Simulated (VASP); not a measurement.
# Fe3Co (P4/mmm) in VASP: a series of runs

Fe3Co is run at these levels: PBEsol; tasks: single point.

Everything below comes from runs of VASP 6.6.1. Logs are shortened: lines on timing, memory, paths and dates and some standing lists are left out, and cuts for length are marked.

## (1) The cell of the first run

It takes space group P4/mmm (No. 123, tetragonal). The conventional cell has a = 3.969 Å, b = 3.969 Å, c = 2.789 Å, α = 90.00°, β = 90.00°, γ = 90.00°. Within 3.2 Å of Fe (site symmetry 4/mmm) lie 10 Fe at 2.43 to 2.79 Å and 4 Co at 2.81 Å. Fe (site symmetry mmm) has 10 Fe at 2.43 to 2.81 Å and 4 Co at 2.43 Å within 3.2 Å. Within 3.2 Å of Co (site symmetry 4/mmm) lie 12 Fe at 2.43 to 2.81 Å and 2 Co at 2.79 Å.

## (2) Single point, PBEsol

Input file INCAR:

```
ALGO = Fast
EDIFF = 1E-6
ENCUT = 520
GGA = PS
ISIF = 2
ISMEAR = 0
LASPH = True
LCHARG = False
LREAL = False
LWAVE = False
NBANDS = 24
NELM = 80
PREC = Accurate
SIGMA = 0.1
```

Input file KPOINTS:

```
k-points
0
Gamma
  10 10 14
```

Input file POSCAR:

```
Fe3Co
1.0
    3.9692000837      0.0000000000      0.0000000000
    0.0000000000      3.9692000837      0.0000000000
    0.0000000000      0.0000000000      2.7894882532
Fe Co
3 1
Direct
    0.5000000000      0.5000000000      0.0000000000
    0.5000000000      0.0000000000      0.5000000000
    0.0000000000      0.5000000000      0.5000000000
    0.0000000000      0.0000000000      0.0000000000
```

Potentials or basis: VASP PAW PBE potentials, release 64 (Fe, Co).

Launch:

```bash
$ cat potpaw_PBE.64/Fe/POTCAR potpaw_PBE.64/Co/POTCAR > POTCAR
$ mpirun -np 1 vasp_std > vasp.out
```

OUTCAR:

```text
EDIFF = 1E-6
   ENCUT = 520
   GGA = PS
   ISIF = 2
   ISMEAR = 0
   LASPH = True
   LREAL = False
   NELM = 80
   PREC = Accurate

 ion  position               nearest neighbor table
   1  0.500  0.500  0.000-   2 2.43   3 2.43   2 2.43   3 2.43   2 2.43   2 2.43   3 2.43   3 2.43
                             4 2.81   4 2.81   4 2.81   4 2.81
   2  0.500  0.000  0.500-   1 2.43   4 2.43   1 2.43   4 2.43   1 2.43   1 2.43   4 2.43   4 2.43
                             3 2.81   3 2.81   3 2.81   3 2.81
   3  0.000  0.500  0.500-   1 2.43   4 2.43   1 2.43   4 2.43   4 2.43   4 2.43   1 2.43   1 2.43
                             2 2.81   2 2.81   2 2.81   2 2.81
   4  0.000  0.000  0.000-   2 2.43   3 2.43   2 2.43   3 2.43   3 2.43   3 2.43   2 2.43   2 2.43
                             1 2.81   1 2.81   1 2.81   1 2.81

  LATTYP: Found a simple tetragonal cell.
 ALAT       =     3.9692000837
 C/A-ratio  =     0.7027834814

  Lattice vectors:

 A1 = (   3.9692000837,   0.0000000000,   0.0000000000)
 A2 = (   0.0000000000,   3.9692000837,   0.0000000000)
 A3 = (   0.0000000000,   0.0000000000,   2.7894882532)

Analysis of symmetry for initial positions (statically):
=====================================================================
 Subroutine PRICEL returns:
 Original cell was already a primitive cell.

 Routine SETGRP: Setting up the symmetry group for a
 simple tetragonal supercell.

 Subroutine GETGRP returns: Found 16 space group operations
 (whereof 16 operations were pure point group operations)
 out of a pool of 16 trial point group operations.

The static configuration has the point symmetry D_4h.

Analysis of symmetry for dynamics (positions and initial velocities):
=====================================================================
 Subroutine PRICEL returns:
 Original cell was already a primitive cell.

 Routine SETGRP: Setting up the symmetry group for a
 simple tetragonal supercell.

 Subroutine GETGRP returns: Found 16 space group operations
 (whereof 16 operations were pure point group operations)
 out of a pool of 16 trial point group operations.

The dynamic configuration has the point symmetry D_4h.

 Subroutine INISYM returns: Found 16 space group operations
 (whereof 16 operations are pure point group operations),
 and found     1 'primitive' translations

----------------------------------------------------------------------------------------

                                     Primitive cell

  volume of cell :      43.9471

  direct lattice vectors                    reciprocal lattice vectors
     3.969200084  0.000000000  0.000000000     0.251939932  0.000000000  0.000000000
     0.000000000  3.969200084  0.000000000     0.000000000  0.251939932  0.000000000
     0.000000000  0.000000000  2.789488253     0.000000000  0.000000000  0.358488694

  length of vectors
     3.969200084  3.969200084  2.789488253     0.251939932  0.251939932  0.358488694

  position of ions in fractional coordinates (direct lattice)
     0.500000000  0.500000000  0.000000000
     0.500000000  0.000000000  0.500000000
     0.000000000  0.500000000  0.500000000
     0.000000000  0.000000000  0.000000000

  ion indices of the primitive-cell ions
   primitive index   ion index
                 1           1
                 2           2
                 3           3
                 4           4

----------------------------------------------------------------------------------------

 KPOINTS: k-points

Automatic generation of k-mesh.
 Grid dimensions read from file:
 generate k-points for:   10   10   14

 Generating k-lattice:

  Cartesian coordinates                     Fractional coordinates (reciprocal lattice)
     0.025193993  0.000000000  0.000000000     0.100000000  0.000000000  0.000000000
     0.000000000  0.025193993  0.000000000     0.000000000  0.100000000  0.000000000
     0.000000000  0.000000000  0.025606335     0.000000000  0.000000000  0.071428571

  Length of vectors
     0.025193993  0.025193993  0.025606335

  Shift w.r.t. Gamma in fractional coordinates (k-lattice)
     0.000000000  0.000000000  0.000000000

 Subroutine IBZKPT returns following result:
 ===========================================

 Found    168 irreducible k-points:

 Following reciprocal coordinates:
            Coordinates               Weight
  0.000000  0.000000  0.000000      1.000000
  0.100000  0.000000  0.000000      4.000000
  0.200000  0.000000  0.000000      4.000000
  0.300000  0.000000  0.000000      4.000000
  0.400000  0.000000  0.000000      4.000000
  0.500000  0.000000  0.000000      2.000000
[... 16 lines left out ...]
  0.100000  0.000000  0.071429      8.000000
  0.200000  0.000000  0.071429      8.000000
 [... further k-points ...]
   k-points           NKPTS =    168   k-points in BZ     NKDIM =    168   number of bands    NBANDS=     24
   number of dos      NEDOS =    301   number of ions     NIONS =      4
   total plane-waves  NPLWV =  21600
   dimension x,y,z NGX =    30 NGY =   30 NGZ =   24
   dimension x,y,z NGXF=    60 NGYF=   60 NGZF=   48
   ions per type =               3   1
   NGX,Y,Z   is equivalent  to a cutoff of  12.57, 12.57, 14.30 a.u.
   NGXF,Y,Z  is equivalent  to a cutoff of  25.13, 25.13, 28.61 a.u.
 SYSTEM =  unknown system
   PREC   = accura    normal or accurate (medium, high low for compatibility)
   ISTART =      0    job   : 0-new  1-cont  2-samecut
   ICHARG =      2    charge: 1-file 2-atom 10-const
   ISPIN  =      1    spin polarized calculation?
   LNONCOLLINEAR =      F non collinear calculations
   LSORBIT =      F    spin-orbit coupling
   LASPH  =      T    aspherical Exc in radial PAW
   ENCUT  =  520.0 eV  38.22 Ry    6.18 a.u.   7.38  7.38  5.19*2*pi/ulx,y,z
   NELM   =     80;   NELMIN=  2; NELMDL= -5     # of ELM steps
   EDIFF  = 0.1E-05   stopping-criterion for ELM
   LREAL  =      F    real-space projection
   EDIFFG = 0.1E-04   stopping-criterion for IOM
   NSW    =      0    number of steps for IOM
   IBRION =     -1    ionic relax: 0-MD 1-quasi-New 2-CG
   NFREE  =      0    steps in history (QN), initial steepest desc. (CG)
   ISIF   =      2    stress and relaxation
   ISYM   =      2    0-nonsym 1-usesym 2-fastsym
   POTIM  = 0.5000    time-step for ionic-motion
   TEBEG  =    0.0;   TEEND  =   0.0 temperature during run
   PSTRESS=    0.0 pullay stress
   NELECT =      33.0000    total number of electrons
   NUPDOWN=      -1.0000    fix difference up-down
   EMIN   =  10.00;   EMAX   =-10.00  energy-range for DOS
   EFERMI =   0.00;   METHOD = LEGACY
   ISMEAR =     0;   SIGMA  =   0.10  broadening in eV -4-tet -1-fermi 0-gaus
   EFERMI_NEDOS =   21; number of points for ismear=-14 and -15
   IALGO  =     68    algorithm
   IMIX   =      4    mixing-type and parameters
     AMIX     =   0.40;   BMIX     =  1.00
     AMIX_MAG =   1.60;   BMIX_MAG =  1.00
  volume/ion in A,a.u.               =      10.99        74.14
  Fermi-wavevector in a.u.,A,eV,Ry     =   1.487999  2.811910 30.125217  2.214141
  Thomas-Fermi vector in A             =   2.601089
   LORBIT       =      0    0 simple, 1 ext, 2 COOP (PROOUT), +10 PAW based schemes
   GGA     = PS    functional components
   LHFCALC =     F    Hartree Fock is set to
   AEXX    =    0.0000 exact exchange contribution
   IVDW    =     0    specifies the selected vdW correction
   LEPSILON=     F    determine dielectric tensor
   LRPA    =     F    only Hartree local field effects (RPA)
 non-spin polarized calculation
 RMM-DIIS sequential band-by-band and
 Gauss-broadening in eV      SIGMA  =   0.10
  energy-cutoff  :      520.00
  volume of cell :       43.95
 maximum number of plane-waves:      1210
 NGX is ok and might be reduce to    30
   NGX = 15   NGY = 15   NGZ = 11

 number of electron      33.0000023 magnetization

 Free energy of the ion-electron system (eV)
  ---------------------------------------------------
  ext. energy  EPLUGINS =         0.00000000
  ---------------------------------------------------
  free energy    TOTEN  =       -32.62891796 eV

  energy without entropy =      -32.54617518  energy(sigma->0) =      -32.58754657

 E-fermi :   6.9700     XC(G=0): -13.5134

 val. band max:        6.9685821920   @ k =   0.5000   0.3000   0.1429
 cond. band min:       6.9700836634   @ k =   0.1000   0.1000   0.4286
 fundamental gap:      0.0015014714
 Fermi energy:         6.9699935859

 k-point     1 :       0.0000    0.0000    0.0000
  band No.  band energies     occupation
      1      -1.6934      2.00000
      2       2.3517      2.00000
      3       2.4048      2.00000
      4       2.6736      2.00000
      5       2.7049      2.00000
      6       4.1341      2.00000
[... 16 lines left out ...]
     23       8.1829      0.00000
     24      14.8896      0.00000

 k-point     2 :       0.1000    0.0000    0.0000
  band No.  band energies     occupation
      1      -1.5876      2.00000
      2       2.3512      2.00000
      3       2.4535      2.00000
      4       2.7195      2.00000
      5       2.7505      2.00000
      6       4.1604      2.00000
[... 16 lines left out ...]
     23       8.1774      0.00000
     24      14.8568      0.00000

 k-point     3 :       0.2000    0.0000    0.0000
  band No.  band energies     occupation
      1      -1.2748      2.00000
      2       2.2561      2.00000
      3       2.6384      2.00000
      4       2.8573      2.00000
      5       2.8797      2.00000
      6       4.2372      2.00000
[... 16 lines left out ...]
     23       9.1508      0.00000
     24      15.7344      0.00000
[... 514 lines left out ...]
 k-point    23 :       0.1000    0.0000    0.0714
  band No.  band energies     occupation
      1      -1.4791      2.00000
      2       2.4302      2.00000
      3       2.5290      2.00000
      4       2.7681      2.00000
      5       2.7974      2.00000
      6       4.1448      2.00000
[... 16 lines left out ...]
     23       8.9703      0.00000
     24      14.8666      0.00000

 k-point    24 :       0.2000    0.0000    0.0714
  band No.  band energies     occupation
      1      -1.1687      2.00000
      2       2.3414      2.00000
      3       2.7109      2.00000
      4       2.9016      2.00000
      5       2.9286      2.00000
      6       4.2196      2.00000
[... 16 lines left out ...]
     23       9.5887      0.00000
     24      14.8985      0.00000

 [... further k-points ...]
[... 5 lines left out ...]
  --------------------------------------------------------------------------------------
  -------------------------------------------------------------------------------------
  Total       -5.6320176     -5.6320176     -5.6698972      0.0000000      0.0000000      0.0000000
  in kB     -205.3260564   -205.3260564   -206.7070301      0.0000000      0.0000000      0.0000000
  external PRESSURE =    -205.7863810 kB  Pullay stress =       0.0000000 kB

 VOLUME and BASIS-vectors are now :
 -----------------------------------------------------------------------------
  energy-cutoff  :      520.00
  volume of cell :       43.95
      direct lattice vectors                 reciprocal lattice vectors
     3.969200084  0.000000000  0.000000000     0.251939932  0.000000000  0.000000000
     0.000000000  3.969200084  0.000000000     0.000000000  0.251939932  0.000000000
     0.000000000  0.000000000  2.789488253     0.000000000  0.000000000  0.358488694

 POSITION                                       TOTAL-FORCE (eV/Angst)
 -----------------------------------------------------------------------------------
      1.98460      1.98460      0.00000         0.000000      0.000000      0.000000
      1.98460      0.00000      1.39474         0.000000      0.000000      0.000000
      0.00000      1.98460      1.39474         0.000000      0.000000      0.000000
      0.00000      0.00000      0.00000         0.000000      0.000000      0.000000
 -----------------------------------------------------------------------------------
    total drift:                                0.000000      0.000000     -0.000000

  FREE ENERGIE OF THE ION-ELECTRON SYSTEM (eV)
  ---------------------------------------------------
  free  energy   TOTEN  =       -32.6289179648 eV

  energy  without entropy=      -32.5461751849  energy(sigma->0) =      -32.58754657
```

Wall time 1.7 min (1 thread of Intel Xeon 6975P-C (Granite Rapids), shared host); peak memory 0.28 GiB.

Results:

| Quantity | Value |
| --- | --- |
| Free energy | -32.6289 eV |
| Pressure | -20.6 GPa |

Caveat: the PAW data sets were made with another functional, which shifts forces and pressure a little; the run has no spin polarisation, though such a crystal can be magnetic. Spin polarisation is off, so any magnetic state and its effect on volume and gap are missing.

## (3) Single point, PBEsol

This run uses another cell than the first one, of 11.44 Å³/atom, 1.042 times its volume.

Changes to INCAR since step 2:

```diff
@@ -11,3 +11,3 @@
 NBANDS = 24
-NELM = 80
+NELM = 100
 PREC = Accurate
```

KPOINTS is that of step 2.

Input file POSCAR:

```
Fe3Co
1.0
    4.0235794450      0.0000000000      0.0000000000
    0.0000000000      4.0235794450      0.0000000000
    0.0000000000      0.0000000000      2.8277051700
Fe Co
3 1
Direct
    0.5000000000      0.5000000000      0.0000000000
    0.5000000000      0.0000000000      0.5000000000
    0.0000000000      0.5000000000      0.5000000000
    0.0000000000      0.0000000000      0.0000000000
```

Potentials or basis: VASP PAW PBE potentials, release 64 (Fe, Co).

Launch:

```bash
$ cat potpaw_PBE.64/Fe/POTCAR potpaw_PBE.64/Co/POTCAR > POTCAR
$ mpirun -np 1 vasp_std > vasp.out
```

It took 94 s on 1 thread of Intel Xeon 6975P-C (Granite Rapids), shared host; peak memory 0.28 GiB.

The run converged. Its results:

```
Free energy : -32.3515 eV
Pressure    : -27.4 GPa
```

Stress tensor (GPa, compression positive):
```
-27.38   0.00   0.00
  0.00 -27.38   0.00
  0.00   0.00 -27.55
```

Levels at points of the mesh, in eV from the Fermi level:
| k point | band 13 | band 14 | band 15 | band 16 | band 17 | band 18 | band 19 | band 20 |
| --- | --- | --- | --- | --- | --- | --- | --- | --- |
| (0.00, 0.00, 0.00) | -0.12 | -0.06 | 0.07 | 0.22 | 0.43 | 0.43 | 0.80 | 0.80 |
| (0.50, 0.00, 0.00) | -0.67 | -0.52 | -0.42 | -0.40 | -0.29 | -0.28 | -0.10 | 0.06 |
| (0.50, 0.50, 0.00) | -1.11 | -1.11 | -1.08 | -1.07 | -0.49 | -0.49 | -0.30 | -0.27 |
| (0.00, 0.00, 0.50) | -1.12 | -1.12 | -0.53 | -0.30 | 0.02 | 0.02 | 0.26 | 0.28 |
| (0.50, 0.00, 0.50) | -0.38 | -0.28 | -0.18 | -0.16 | 0.02 | 0.30 | 0.32 | 0.35 |
| (0.50, 0.50, 0.50) | 0.01 | 0.13 | 0.24 | 0.24 | 0.45 | 0.48 | 0.48 | 0.53 |

Caveat: the PAW data sets were made with another functional, which shifts forces and pressure a little; the run has no spin polarisation, though such a crystal can be magnetic.
